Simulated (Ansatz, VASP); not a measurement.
Si15C7: VASP beside Ansatz

File INCAR:

```
  PREC = Accurate
  ENCUT = 520
  EDIFF = 1E-6
  ISMEAR = 0
  SIGMA = 0.1
  LREAL = Auto
  LASPH = T
  NELM = 100
  ALGO = Normal
  ISIF = 2
  LWAVE = F
  LCHARG = F
  GGA = PE
  NBANDS = 61
```

File KPOINTS:

```
regular mesh
0
Gamma
  5 5 5
```

Contents of POSCAR:

```
Si15C7
1.0
    6.9859900000      0.5089750000     -0.3681180000
    0.5257390000      7.0026390000      0.2571010000
   -0.3496410000      0.2545790000      6.5427060000
Si C
15 7
Direct
    0.7936101884      0.0718662107      0.4705672545
    0.4554843548      0.8403890227      0.2128635656
    0.2021414447      0.2622813612      0.7664412064
    0.7783964100      0.2488290950      0.9049068103
    0.6556396364      0.6325028472      0.4974506044
    0.4167136339      0.4223387253      0.5101075079
    0.4371916658      0.0676006173      0.5529966480
    0.5372818421      0.7920080902      0.7957684329
    0.2505053219      0.2886367317      0.2238348254
    0.0973515770      0.5944506714      0.4687433791
    0.9996492073      0.0021966110      0.8092869829
    0.0499016318      0.9023376594      0.2977424582
    0.4882786714      0.5471888489      0.0448281755
    0.7800027443      0.3880875333      0.2611424305
    0.9271791585      0.5172621900      0.7649498124
    0.3817536014      0.3149192986      0.9924137775
    0.2709834769      0.0263532688      0.3174084368
    0.5548018124      0.9631079842      0.9982012124
    0.5483303227      0.1626562409      0.9653013410
    0.0206366404      0.8082164715      0.0295285822
    0.9950299081      0.6184470875      0.0234190499
    0.0203195886      0.4750811999      0.2140082005
```

Input for Ansatz:

```yaml
crystal:
  lattice:
    - [6.98599, 0.508975, -0.368118]
    - [0.525739, 7.002639, 0.257101]
    - [-0.349641, 0.254579, 6.542706]
  atoms:
    - { symbol: Si, position: [0.7936101884, 0.0718662107, 0.4705672545] }
    - { symbol: Si, position: [0.4554843548, 0.8403890227, 0.2128635656] }
    - { symbol: Si, position: [0.2021414447, 0.2622813612, 0.7664412064] }
    - { symbol: Si, position: [0.77839641, 0.248829095, 0.9049068103] }
    - { symbol: Si, position: [0.6556396364, 0.6325028472, 0.4974506044] }
    - { symbol: Si, position: [0.4167136339, 0.4223387253, 0.5101075079] }
    - { symbol: Si, position: [0.4371916658, 0.0676006173, 0.552996648] }
    - { symbol: Si, position: [0.5372818421, 0.7920080902, 0.7957684329] }
    - { symbol: Si, position: [0.2505053219, 0.2886367317, 0.2238348254] }
    - { symbol: Si, position: [0.097351577, 0.5944506714, 0.4687433791] }
    - { symbol: Si, position: [0.9996492073, 0.002196611, 0.8092869829] }
    - { symbol: Si, position: [0.0499016318, 0.9023376594, 0.2977424582] }
    - { symbol: Si, position: [0.4882786714, 0.5471888489, 0.0448281755] }
    - { symbol: Si, position: [0.7800027443, 0.3880875333, 0.2611424305] }
    - { symbol: Si, position: [0.9271791585, 0.51726219, 0.7649498124] }
    - { symbol: C, position: [0.3817536014, 0.3149192986, 0.9924137775] }
    - { symbol: C, position: [0.2709834769, 0.0263532688, 0.3174084368] }
    - { symbol: C, position: [0.5548018124, 0.9631079842, 0.9982012124] }
    - { symbol: C, position: [0.5483303227, 0.1626562409, 0.965301341] }
    - { symbol: C, position: [0.0206366404, 0.8082164715, 0.0295285822] }
    - { symbol: C, position: [0.9950299081, 0.6184470875, 0.0234190499] }
    - { symbol: C, position: [0.0203195886, 0.4750811999, 0.2140082005] }
basis:
  ecutwfc: 420
kpoints:
  mp_grid: { grid: [5, 5, 5] }
hamiltonian:
  xc: pbe
scf:
  occupations: { method: gaussian, width: 0.1 }
  n_extra_bands: 11
output:
  forces: true
  stress: true
  eigenvalues: true
  populations: true
  dos:
    method: { smearing: { sigma: 0.1, scheme: gaussian } }
    projected: true
    de: 0.02
  write_density: true
  write_potential: true
  elf: true
  volumetric_format: npy
```

Alike in both runs: task single point; functional PBE; k mesh 5 × 5 × 5; occupations gaussian, width 0.1 eV; no spin polarisation.

```csv
,VASP,Ansatz
version,VASP 6.6.1,Ansatz 0.2.0
potentials or method,"VASP PAW PBE potentials, release 64 (Si, C), cutoff 520 eV","scalar-relativistic, plane waves, PAW"
valence electrons in the cell,88,88
```

```tsv
	VASP	Ansatz	Ansatz less VASP
gap on the k mesh at the Fermi level (eV)	none	none	-
rms of the force components (eV/Å)	0.075	0.073	-0.0015
```

Atom by atom the forces differ by 0.013 eV/Å (rms over components). A gap of «none» marks a metal or a gap that the smearing closes.
